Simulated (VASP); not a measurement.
# Ta (C2/m) in VASP: notebook

Ta is run at these levels: PBEsol; tasks: single point.

Program: VASP 6.6.1. These are calculated values, not measurements. Logs are shortened: lines on timing, memory, paths and dates and some standing lists are left out, and cuts for length are marked.

**1. The cell of the first run**

Symmetry: C2/m, No. 12, monoclinic system. The conventional cell has a = 3.281 Å, b = 4.639 Å, c = 9.285 Å, α = 90.00°, β = 92.02°, γ = 90.00°. Ta (site symmetry m) has 14 Ta at 2.67 to 3.30 Å within 3.5 Å. Ta (site symmetry m) has 14 Ta at 2.84 to 3.28 Å within 3.7 Å.

**2. Single point, PBEsol**

Input file INCAR:

```
SYSTEM = Ta
PREC = Accurate
ENCUT = 520
EDIFF = 1E-6
ISMEAR = 0
SIGMA = 0.15
LREAL = .FALSE.
LASPH = .TRUE.
NELM = 60
ALGO = Fast
ISIF = 2
LWAVE = .FALSE.
LCHARG = .TRUE.
GGA = PS
LELF = .TRUE.
LVHAR = .TRUE.
NBANDS = 30
```

Input file KPOINTS:

```
regular mesh
0
G
  22 22 7
  0 0 0
```

Input file POSCAR:

```
Ta
1.0
   -1.6402597622      1.6402597622     -1.6402597622
   -1.6402597622     -1.6402597622      1.6402597622
   -0.3280519524      6.5610390490      6.5610390490
Ta
4
Direct
   -0.0875000000     -0.0875000000      0.8750000000
    0.4875000000      0.4875000000      0.1250000000
   -0.0375000000     -0.0375000000      0.3750000000
    0.4375000000      0.4375000000      0.6250000000
```

Potentials or basis: VASP PAW PBE potentials, release 64 (Ta_pv).

The run is started by

```bash
$ cat potpaw_PBE.64/Ta_pv/POTCAR > POTCAR
$ mpirun -np 1 vasp_std > vasp.out
```

OUTCAR:

```text
SYSTEM = Ta
   PREC = Accurate
   ENCUT = 520
   EDIFF = 1E-6
   ISMEAR = 0
   LREAL = .FALSE.
   LASPH = .TRUE.
   NELM = 60
   ISIF = 2
   GGA = PS

 ion  position               nearest neighbor table
   1  0.913  0.913  0.875-   2 2.67   4 2.84   4 2.84   2 3.04   4 3.28   4 3.28   2 3.30   2 3.30

   2  0.487  0.487  0.125-   1 2.67   3 2.84   3 2.84   1 3.04   3 3.28   3 3.28   1 3.30   1 3.30

   3  0.962  0.962  0.375-   2 2.84   4 2.84   2 2.84   4 2.84   2 3.28   4 3.28   4 3.28   2 3.28

   4  0.438  0.438  0.625-   1 2.84   3 2.84   3 2.84   1 2.84   3 3.28   1 3.28   1 3.28   3 3.28

  LATTYP: Found a base centered monoclinic cell.
 ALAT       =     3.2805195244
 B/A-ratio  =     1.4142135624
 C/A-ratio  =     2.8301943397
 COS(beta)  =    -0.0353332627

  Lattice vectors:

 A1 = (   1.6402597622,  -1.6402597622,   1.6402597622)
 A2 = (   1.6402597622,   1.6402597622,  -1.6402597622)
 A3 = (  -0.3280519524,   6.5610390490,   6.5610390490)

Analysis of symmetry for initial positions (statically):
=====================================================================
 Subroutine PRICEL returns:
 Original cell was already a primitive cell.

 Routine SETGRP: Setting up the symmetry group for a
 base centered monoclinic supercell.

 Subroutine GETGRP returns: Found  4 space group operations
 (whereof  2 operations were pure point group operations)
 out of a pool of  4 trial point group operations.

The static configuration has the point symmetry C_1h.
 The point group associated with its full space group is C_2h.

Analysis of symmetry for dynamics (positions and initial velocities):
=====================================================================
 Subroutine PRICEL returns:
 Original cell was already a primitive cell.

 Routine SETGRP: Setting up the symmetry group for a
 base centered monoclinic supercell.

 Subroutine GETGRP returns: Found  4 space group operations
 (whereof  2 operations were pure point group operations)
 out of a pool of  4 trial point group operations.

The dynamic configuration has the point symmetry C_1h.
 The point group associated with its full space group is C_2h.

 Subroutine INISYM returns: Found  4 space group operations
 (whereof  2 operations are pure point group operations),
 and found     1 'primitive' translations

----------------------------------------------------------------------------------------

                                     Primitive cell

  volume of cell :      70.6086

  direct lattice vectors                    reciprocal lattice vectors
    -1.640259762  1.640259762 -1.640259762    -0.304829766  0.144794139 -0.160035627
    -1.640259762 -1.640259762  1.640259762    -0.304829766 -0.160035627  0.144794139
    -0.328051952  6.561039049  6.561039049     0.000000000  0.076207442  0.076207442

  length of vectors
     2.841013246  2.841013246  9.284507789     0.373494218  0.373494218  0.107773597

  position of ions in fractional coordinates (direct lattice)
     0.912500000  0.912500000  0.875000000
     0.487500000  0.487500000  0.125000000
     0.962500000  0.962500000  0.375000000
     0.437500000  0.437500000  0.625000000

  ion indices of the primitive-cell ions
   primitive index   ion index
                 1           1
                 2           2
                 3           3
                 4           4

----------------------------------------------------------------------------------------

 KPOINTS: regular mesh

Automatic generation of k-mesh.
 Grid dimensions read from file:
 generate k-points for:   22   22    7

 Generating k-lattice:

  Cartesian coordinates                     Fractional coordinates (reciprocal lattice)
    -0.013855898  0.006581552 -0.007274347     0.045454545 -0.000000000  0.000000000
    -0.013855898 -0.007274347  0.006581552    -0.000000000  0.045454545  0.000000000
     0.000000000  0.010886777  0.010886777     0.000000000  0.000000000  0.142857143

  Length of vectors
     0.016977010  0.016977010  0.015396228

  Shift w.r.t. Gamma in fractional coordinates (k-lattice)
     0.000000000  0.000000000  0.000000000

 Subroutine IBZKPT returns following result:
 ===========================================

 Found    892 irreducible k-points:

 Following reciprocal coordinates:
            Coordinates               Weight
  0.000000  0.000000  0.000000      1.000000
  0.045455  0.000000  0.000000      4.000000
  0.090909  0.000000  0.000000      4.000000
  0.136364  0.000000  0.000000      4.000000
  0.181818 -0.000000  0.000000      4.000000
  0.227273  0.000000  0.000000      4.000000
[... 16 lines left out ...]
  0.500000  0.045455 -0.000000      4.000000
 -0.454545  0.045455  0.000000      4.000000
 [... further k-points ...]
   k-points           NKPTS =    892   k-points in BZ     NKDIM =    892   number of bands    NBANDS=     30
   number of dos      NEDOS =    301   number of ions     NIONS =      4
   total plane-waves  NPLWV =  40320
   dimension x,y,z NGX =    24 NGY =   24 NGZ =   70
   dimension x,y,z NGXF=    48 NGYF=   48 NGZF=  140
   ions per type =               4
   NGX,Y,Z   is equivalent  to a cutoff of  14.04, 14.04, 12.53 a.u.
   NGXF,Y,Z  is equivalent  to a cutoff of  28.09, 28.09, 25.07 a.u.
 SYSTEM =  Ta
   PREC   = accura    normal or accurate (medium, high low for compatibility)
   ISTART =      0    job   : 0-new  1-cont  2-samecut
   ICHARG =      2    charge: 1-file 2-atom 10-const
   ISPIN  =      1    spin polarized calculation?
   LNONCOLLINEAR =      F non collinear calculations
   LSORBIT =      F    spin-orbit coupling
   LASPH  =      T    aspherical Exc in radial PAW
   ENCUT  =  520.0 eV  38.22 Ry    6.18 a.u.   5.28  5.28 17.26*2*pi/ulx,y,z
   NELM   =     60;   NELMIN=  2; NELMDL= -5     # of ELM steps
   EDIFF  = 0.1E-05   stopping-criterion for ELM
   LREAL  =      F    real-space projection
   EDIFFG = 0.1E-04   stopping-criterion for IOM
   NSW    =      0    number of steps for IOM
   IBRION =     -1    ionic relax: 0-MD 1-quasi-New 2-CG
   NFREE  =      0    steps in history (QN), initial steepest desc. (CG)
   ISIF   =      2    stress and relaxation
   ISYM   =      2    0-nonsym 1-usesym 2-fastsym
   POTIM  = 0.5000    time-step for ionic-motion
   TEBEG  =    0.0;   TEEND  =   0.0 temperature during run
   PSTRESS=    0.0 pullay stress
   NELECT =      44.0000    total number of electrons
   NUPDOWN=      -1.0000    fix difference up-down
   EMIN   =  10.00;   EMAX   =-10.00  energy-range for DOS
   EFERMI =   0.00;   METHOD = LEGACY
   ISMEAR =     0;   SIGMA  =   0.15  broadening in eV -4-tet -1-fermi 0-gaus
   EFERMI_NEDOS =   21; number of points for ismear=-14 and -15
   IALGO  =     68    algorithm
   IMIX   =      4    mixing-type and parameters
     AMIX     =   0.40;   BMIX     =  1.00
     AMIX_MAG =   1.60;   BMIX_MAG =  1.00
  volume/ion in A,a.u.               =      17.65       119.12
  Fermi-wavevector in a.u.,A,eV,Ry     =   1.398320  2.642441 26.603439  1.955298
  Thomas-Fermi vector in A             =   2.521489
   LORBIT       =      0    0 simple, 1 ext, 2 COOP (PROOUT), +10 PAW based schemes
   GGA     = PS    functional components
   LHFCALC =     F    Hartree Fock is set to
   AEXX    =    0.0000 exact exchange contribution
   IVDW    =     0    specifies the selected vdW correction
   LEPSILON=     F    determine dielectric tensor
   LRPA    =     F    only Hartree local field effects (RPA)
 non-spin polarized calculation
 RMM-DIIS sequential band-by-band and
 Gauss-broadening in eV      SIGMA  =   0.15
  energy-cutoff  :      520.00
  volume of cell :       70.61
 maximum number of plane-waves:      1925
 NGX is ok and might be reduce to    24
   NGX = 11   NGY = 11   NGZ = 35

 number of electron      44.0000008 magnetization

 Free energy of the ion-electron system (eV)
  ---------------------------------------------------
  ext. energy  EPLUGINS =         0.00000000
  ---------------------------------------------------
  free energy    TOTEN  =       -50.11649681 eV

  energy without entropy =      -50.05634401  energy(sigma->0) =      -50.08642041

 E-fermi :   5.4924     XC(G=0): -12.8281

 val. band max:        5.4921903753   @ k =   0.2273   0.0455  -0.0000
 cond. band min:       5.4927667314   @ k =  -0.2273   0.2273   0.2857
 fundamental gap:      0.0005763561
 Fermi energy:         5.4924248663

 k-point     1 :       0.0000    0.0000    0.0000
  band No.  band energies     occupation
      1     -28.7585      2.00000
      2     -28.1651      2.00000
      3     -28.1026      2.00000
      4     -27.8516      2.00000
      5     -27.6792      2.00000
      6     -27.6488      2.00000
[... 22 lines left out ...]
     29       8.9997      0.00000
     30       9.5344      0.00000

 k-point     2 :       0.0455    0.0000    0.0000
  band No.  band energies     occupation
      1     -28.7506      2.00000
      2     -28.1738      2.00000
      3     -28.1073      2.00000
      4     -27.8593      2.00000
      5     -27.6796      2.00000
      6     -27.6498      2.00000
[... 22 lines left out ...]
     29       9.0146      0.00000
     30       9.5086      0.00000

 k-point     3 :       0.0909    0.0000    0.0000
  band No.  band energies     occupation
      1     -28.7276      2.00000
      2     -28.1991      2.00000
      3     -28.1239      2.00000
      4     -27.8844      2.00000
      5     -27.6833      2.00000
      6     -27.6554      2.00000
[... 22 lines left out ...]
     29       9.1896      0.00000
     30       9.3092      0.00000

 k-point     4 :       0.1364    0.0000    0.0000
  band No.  band energies     occupation
      1     -28.6903      2.00000
      2     -28.2395      2.00000
      3     -28.1575      2.00000
      4     -27.9314      2.00000
      5     -27.6976      2.00000
      6     -27.6758      2.00000
[... 616 lines left out ...]
     29      10.1529      0.00000
     30      10.4635      0.00000

 k-point    23 :       0.5000    0.0455   -0.0000
  band No.  band energies     occupation
      1     -28.7489      2.00000
      2     -28.6995      2.00000
      3     -28.5004      2.00000
      4     -28.4831      2.00000
      5     -28.1356      2.00000
      6     -27.9355      2.00000
[... 22 lines left out ...]
     29      10.1346      0.00000
     30      10.5039      0.00000

 k-point    24 :      -0.4545    0.0455    0.0000
  band No.  band energies     occupation
      1     -28.7261      2.00000
      2     -28.6767      2.00000
      3     -28.4919      2.00000
      4     -28.4508      2.00000
      5     -28.1938      2.00000
      6     -27.9200      2.00000
[... 22 lines left out ...]
     29      10.1180      0.00000
     30      10.5780      0.00000

 [... further k-points ...]

------------------------ aborting loop because EDIFF is reached ----------------------------------------

  FORCE on cell =-STRESS in cart. coord.  units (eV):
  Direction    XX          YY          ZZ          XY          YZ          ZX
  --------------------------------------------------------------------------------------
  -------------------------------------------------------------------------------------
  Total        0.1220283      0.4322985      0.4322985      0.6827825      0.0751022      0.6827825
  in kB        2.7689379      9.8092638      9.8092638     15.4929837      1.7041402     15.4929856
  external PRESSURE =       7.4624885 kB  Pullay stress =       0.0000000 kB

 VOLUME and BASIS-vectors are now :
 -----------------------------------------------------------------------------
  energy-cutoff  :      520.00
  volume of cell :       70.61
      direct lattice vectors                 reciprocal lattice vectors
    -1.640259762  1.640259762 -1.640259762    -0.304829766  0.144794139 -0.160035627
    -1.640259762 -1.640259762  1.640259762    -0.304829766 -0.160035627  0.144794139
    -0.328051952  6.561039049  6.561039049     0.000000000  0.076207442  0.076207442

 POSITION                                       TOTAL-FORCE (eV/Angst)
 -----------------------------------------------------------------------------------
     -3.28052      5.74091      5.74091        -0.823677     -0.200346     -0.200346
     -1.64026      0.82013      0.82013         0.823677      0.200346      0.200346
     -3.28052      2.46039      2.46039        -0.243250      0.014013      0.014013
     -1.64026      4.10065      4.10065         0.243250     -0.014013     -0.014013
 -----------------------------------------------------------------------------------
    total drift:                               -0.000004     -0.000000     -0.000000

  FREE ENERGIE OF THE ION-ELECTRON SYSTEM (eV)
  ---------------------------------------------------
  free  energy   TOTEN  =       -50.1164968096 eV

  energy  without entropy=      -50.0563440105  energy(sigma->0) =      -50.08642041
```

Wall time 61 min (1 thread of Oxide Virtual Turin-like, shared host); peak memory 1.2 GiB.

What came out:

- Free energy: -50.1165 eV
- Pressure: 0.7 GPa
- Largest force: 0.871 eV/Å
- Band gap on the k mesh: zero (bands 22 and 23 overlap by 1.94 eV)

Forces on the atoms (eV/Å):
```
Ta  -0.824 -0.200 -0.200
Ta   0.824  0.200  0.200
Ta  -0.243  0.014  0.014
Ta   0.243 -0.014 -0.014
```

Caveat: the PAW data sets were made with another functional, which shifts forces and pressure a little; spin-orbit coupling is left out, which moves the levels of the heavy elements.

(Continued in part 2 of 2.)
